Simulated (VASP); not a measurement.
# Bi2Te (P4_2/nmc) in VASP: notebook, part 2 of 2

VASP 6.6.1.

## (5) Relaxation of cell and atoms, PBE

This run uses another cell than the first one, of 37.41 Å³/atom.

Input file INCAR:

```
PREC = Accurate
ENCUT = 600
EDIFF = 1E-7
ISMEAR = 0
SIGMA = 0.1
LREAL = F
LASPH = T
NELM = 80
ALGO = Fast
ISIF = 3
LWAVE = F
LCHARG = F
GGA = PE
IBRION = 2
NSW = 100
EDIFFG = -0.01
```

Input file KPOINTS:

```
regular mesh
0
Gamma
  8 8 4
```

Input file POSCAR:

```
Bi2Te
1.0
    4.4334922171      0.0000000000      0.0000000000
    0.0000000000      4.4334922171      0.0000000000
    0.0000000000      0.0000000000     11.4192579040
Bi Te
4 2
Direct
    0.0000000000      0.5000000000      0.3045351119
    0.0000000000      0.5000000000      0.8045351119
    0.5000000000      0.0000000000      0.1954648881
    0.5000000000      0.0000000000      0.6954648881
    0.0000000000      0.0000000000      0.0000000000
    0.5000000000      0.5000000000      0.5000000000
```

Potentials or basis: VASP PAW PBE potentials, release 64 (Bi_d, Te).

Command:

```console
cat potpaw_PBE.64/Bi_d/POTCAR potpaw_PBE.64/Te/POTCAR > POTCAR
mpirun -np 1 vasp_std > vasp.out
```

OUTCAR:

```text
PREC = Accurate
   ENCUT = 600
   EDIFF = 1E-7
   ISMEAR = 0
   LREAL = F
   LASPH = T
   NELM = 80
   ISIF = 3
   GGA = PE
   IBRION = 2
   NSW = 100
   EDIFFG = -0.01

 ion  position               nearest neighbor table
   1  0.000  0.500  0.305-   6 3.15   6 3.15   3 3.37   3 3.37   3 3.37   3 3.37
   2  0.000  0.500  0.805-   5 3.15   5 3.15   4 3.37   4 3.37   4 3.37   4 3.37
   3  0.500  0.000  0.195-   5 3.15   5 3.15   1 3.37   1 3.37   1 3.37   1 3.37
   4  0.500  0.000  0.695-   6 3.15   6 3.15   2 3.37   2 3.37   2 3.37   2 3.37
   5  0.000  0.000  0.000-   2 3.15   3 3.15   2 3.15   3 3.15
   6  0.500  0.500  0.500-   1 3.15   4 3.15   4 3.15   1 3.15

  LATTYP: Found a simple tetragonal cell.
 ALAT       =     4.4334922171
 C/A-ratio  =     2.5756801512

  Lattice vectors:

 A1 = (   4.4334922171,   0.0000000000,   0.0000000000)
 A2 = (   0.0000000000,   4.4334922171,   0.0000000000)
 A3 = (   0.0000000000,   0.0000000000,  11.4192579040)

Analysis of symmetry for initial positions (statically):
=====================================================================
 Subroutine PRICEL returns:
 Original cell was already a primitive cell.

 Routine SETGRP: Setting up the symmetry group for a
 simple tetragonal supercell.

 Subroutine GETGRP returns: Found 16 space group operations
 (whereof  8 operations were pure point group operations)
 out of a pool of 16 trial point group operations.

The static configuration has the point symmetry D_2d.
 The point group associated with its full space group is D_4h.

Analysis of symmetry for dynamics (positions and initial velocities):
=====================================================================
 Subroutine PRICEL returns:
 Original cell was already a primitive cell.

 Routine SETGRP: Setting up the symmetry group for a
 simple tetragonal supercell.

 Subroutine GETGRP returns: Found 16 space group operations
 (whereof  8 operations were pure point group operations)
 out of a pool of 16 trial point group operations.

[... 134 lines left out ...]
   GGA     = PE    functional components
   LHFCALC =     F    Hartree Fock is set to
   AEXX    =    0.0000 exact exchange contribution
   IVDW    =     0    specifies the selected vdW correction
   LEPSILON=     F    determine dielectric tensor
   LRPA    =     F    only Hartree local field effects (RPA)
 conjugate gradient relaxation of ions
 non-spin polarized calculation
 RMM-DIIS sequential band-by-band and
 Gauss-broadening in eV      SIGMA  =   0.10
  energy-cutoff  :      600.00
  volume of cell :      224.46
 maximum number of plane-waves:      7530
 NGX is ok and might be reduce to    36
   NGX = 17   NGY = 17   NGZ = 45

 number of electron      71.9999971 magnetization

 Free energy of the ion-electron system (eV)
  ---------------------------------------------------
  ext. energy  EPLUGINS =         0.00000000
  ---------------------------------------------------
  free energy    TOTEN  =       -21.45279706 eV

  energy without entropy =      -21.43342232  energy(sigma->0) =      -21.44310969

 E-fermi :   5.6765     XC(G=0):  -8.9982

 val. band max:        5.6717136335   @ k =   0.1250   0.0000   0.0000
 cond. band min:       5.6846301945   @ k =   0.3750   0.1250   0.5000
 fundamental gap:      0.0129165610
 Fermi energy:         5.6764903628

 k-point     1 :       0.0000    0.0000    0.0000
  band No.  band energies     occupation
      1     -17.4462      2.00000
      2     -17.4461      2.00000
      3     -17.4327      2.00000
      4     -17.4327      2.00000
      5     -17.4322      2.00000
      6     -17.4318      2.00000
[... 1093 lines left out ...]
     42       8.1538      0.00000
     43       8.3556      0.00000

 [... further k-points ...]

------------------------ aborting loop because EDIFF is reached ----------------------------------------

  FORCE on cell =-STRESS in cart. coord.  units (eV):
  Direction    XX          YY          ZZ          XY          YZ          ZX
  --------------------------------------------------------------------------------------
  -------------------------------------------------------------------------------------
  Total       -0.0135227     -0.0135227     -0.0110403      0.0000000      0.0000000     -0.0000000
  in kB       -0.0965257     -0.0965257     -0.0788067      0.0000000      0.0000000     -0.0000000
  external PRESSURE =      -0.0906194 kB  Pullay stress =       0.0000000 kB

 VOLUME and BASIS-vectors are now :
 -----------------------------------------------------------------------------
  energy-cutoff  :      600.00
  volume of cell :      224.46
      direct lattice vectors                 reciprocal lattice vectors
     4.433492217  0.000000000  0.000000000     0.225555826  0.000000000  0.000000000
     0.000000000  4.433492217  0.000000000     0.000000000  0.225555826  0.000000000
     0.000000000  0.000000000 11.419257904     0.000000000  0.000000000  0.087571365

 POSITION                                       TOTAL-FORCE (eV/Angst)
 -----------------------------------------------------------------------------------
      0.00000      2.21675      3.47756         0.000000      0.000000      0.002139
      0.00000      2.21675      9.18719        -0.000000      0.000000      0.002139
      2.21675      0.00000      2.23206        -0.000000     -0.000000     -0.002139
      2.21675      0.00000      7.94169         0.000000     -0.000000     -0.002139
      0.00000      0.00000      0.00000         0.000000     -0.000000     -0.000000
      2.21675      2.21675      5.70963        -0.000000      0.000000     -0.000000
 -----------------------------------------------------------------------------------
    total drift:                                0.000000     -0.000000      0.000000

  FREE ENERGIE OF THE ION-ELECTRON SYSTEM (eV)
  ---------------------------------------------------
  free  energy   TOTEN  =       -21.4527970615 eV

  energy  without entropy=      -21.4334223187  energy(sigma->0) =      -21.44310969

 reached required accuracy - stopping structural energy minimisation
```

OSZICAR:

```text
N       E                     dE             d eps       ncg     rms          rms(c)
DAV:   1     0.817833826780E+03    0.81783E+03   -0.37661E+04  3870   0.195E+03
DAV:   2     0.791549148783E+02   -0.73868E+03   -0.72790E+03  3958   0.506E+02
DAV:   3    -0.159845024340E+02   -0.95139E+02   -0.93323E+02  4547   0.197E+02
DAV:   4    -0.212844132578E+02   -0.52999E+01   -0.52484E+01  4434   0.466E+01
DAV:   5    -0.215288472120E+02   -0.24443E+00   -0.24365E+00  5635   0.951E+00    0.719E+00
RMM:   6    -0.214482170394E+02    0.80630E-01   -0.19101E-01  3941   0.227E+00    0.420E+00
RMM:   7    -0.214518340111E+02   -0.36170E-02   -0.81157E-02  4261   0.147E+00    0.603E-01
RMM:   8    -0.214520362122E+02   -0.20220E-03   -0.16590E-02  4687   0.973E-01    0.996E-02
RMM:   9    -0.214526565831E+02   -0.62037E-03   -0.49750E-03  5514   0.403E-01    0.584E-02
RMM:  10    -0.214527719296E+02   -0.11535E-03   -0.69815E-04  5293   0.179E-01    0.215E-02
RMM:  11    -0.214527911008E+02   -0.19171E-04   -0.23147E-04  6020   0.776E-02    0.131E-02
RMM:  12    -0.214527959113E+02   -0.48106E-05   -0.30801E-05  4993   0.302E-02    0.253E-03
RMM:  13    -0.214527971315E+02   -0.12202E-05   -0.97429E-06  5721   0.135E-02    0.189E-03
RMM:  14    -0.214527970897E+02    0.41789E-07   -0.13404E-06  3517   0.664E-03    0.940E-04
RMM:  15    -0.214527970615E+02    0.28231E-07   -0.54608E-07  2989   0.355E-03
   1 F= -.21452797E+02 E0= -.21443110E+02  d E =-.214528E+02
```

CONTCAR:

```text
Bi2Te
   1.00000000000000
     4.4334922171000004    0.0000000000000000    0.0000000000000000
     0.0000000000000000    4.4334922171000004    0.0000000000000000
     0.0000000000000000    0.0000000000000000   11.4192579040000002
  Bi              Te
     4     2
Direct
     0.0000000000000000    0.5000000000000000    0.3045351119000017
     0.0000000000000000    0.5000000000000000    0.8045351119000017
     0.5000000000000000    0.0000000000000000    0.1954648880999983
     0.5000000000000000    0.0000000000000000    0.6954648880999983
     0.0000000000000000    0.0000000000000000    0.0000000000000000
     0.5000000000000000    0.5000000000000000    0.5000000000000000

  0.00000000E+00  0.00000000E+00  0.00000000E+00
  0.00000000E+00  0.00000000E+00  0.00000000E+00
  0.00000000E+00  0.00000000E+00  0.00000000E+00
  0.00000000E+00  0.00000000E+00  0.00000000E+00
  0.00000000E+00  0.00000000E+00  0.00000000E+00
  0.00000000E+00  0.00000000E+00  0.00000000E+00
```

Run time: 11 min. Hardware: 1 thread of Oxide Virtual Turin-like, shared host; peak memory 0.58 GiB.

What came out:

* Free energy: -21.4528 eV
* Pressure after relaxing: 0.0 GPa
* Band gap on the k mesh: zero (bands 36 and 37 overlap by 0.65 eV)

Forces in eV/Å, atoms in the order of the input:
```
Bi   0.000  0.000  0.002
Bi   0.000  0.000  0.002
Bi   0.000  0.000 -0.002
Bi   0.000  0.000 -0.002
Te   0.000  0.000  0.000
Te   0.000  0.000  0.000
```

Final structure:
```cif
data_structure
_symmetry_space_group_name_H-M 'P 1'
_symmetry_Int_Tables_number 1
_cell_length_a 4.4335
_cell_length_b 4.4335
_cell_length_c 11.4193
_cell_angle_alpha 90.000
_cell_angle_beta 90.000
_cell_angle_gamma 90.000
_cell_volume 224.46
loop_
_atom_site_label
_atom_site_type_symbol
_atom_site_fract_x
_atom_site_fract_y
_atom_site_fract_z
_atom_site_occupancy
Bi1 Bi 0.00000 0.50000 0.30454 1
Bi2 Bi 0.00000 0.50000 0.80454 1
Bi3 Bi 0.50000 0.00000 0.19546 1
Bi4 Bi 0.50000 0.00000 0.69546 1
Te1 Te 0.00000 0.00000 0.00000 1
Te2 Te 0.50000 0.50000 0.50000 1
```

Caveat: the relaxation stopped at its first step, so nothing moved; spin-orbit coupling is left out, which moves the levels of the heavy elements.

## (6) Summary

```csv
task,cell,k mesh,cutoff (eV),gap on the mesh (eV),pressure (GPa)
single point,"a = 5.273, b = 5.273, c = 7.590 Å, 6 atoms, atomic positions A",4 × 4 × 4,520,none,2.2
single point,"a = 4.433, b = 4.433, c = 11.419 Å, 6 atoms, atomic positions B",8 × 8 × 4,520,none,0.0
single point,"a = 4.433, b = 4.433, c = 11.419 Å, 6 atoms, atomic positions B",8 × 8 × 6,520,none,0.0
relaxation of cell and atoms,"relaxed from a = 4.433, b = 4.433, c = 11.419 Å, 6 atoms, atomic positions B",8 × 8 × 4,600,none,0.0
```

Alike in all rows: level PBE; potentials or basis VASP PAW PBE potentials, release 64 (Bi_d, Te); no spin polarisation; smearing gaussian 0.1 eV.

Caveats: spin-orbit coupling is left out, which moves the levels of the heavy elements; the relaxation stopped at its first step, so nothing moved (at least some runs).

Total energies depend on the potentials used, so only differences within one code and one set of settings carry meaning.
